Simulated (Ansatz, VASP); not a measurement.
Ga in VASP and in Ansatz

```
Ga
1.0
     3.03389    0.00000    0.00000
    -1.51695    2.62743    0.00000
     0.00000    0.00000    4.78880
Ga
2
Cartesian
  0.0000 1.7516 1.1972
  1.5169 0.8758 3.5916
```

Alike in both runs: task single point; functional PBE; k mesh 13 × 13 × 8; occupations fermi-dirac, width 0.1 eV; no spin polarisation.

```csv
,VASP,Ansatz
version,VASP 6.6.1,Ansatz 0.2.0
potentials or method,"VASP PAW PBE potentials, release 64 (Ga_d), cutoff 500 eV","plane waves (420 eV) with PAW, scalar-relativistic"
valence electrons in the cell,26,26
```

|  | VASP | Ansatz | Ansatz less VASP |
| --- | --- | --- | --- |
| pressure (GPa) | 0.1 | 0.0 | -0.07 |
| traceless stress, the component that is largest in VASP (GPa) | -0.19 | -0.20 | -0.014 |
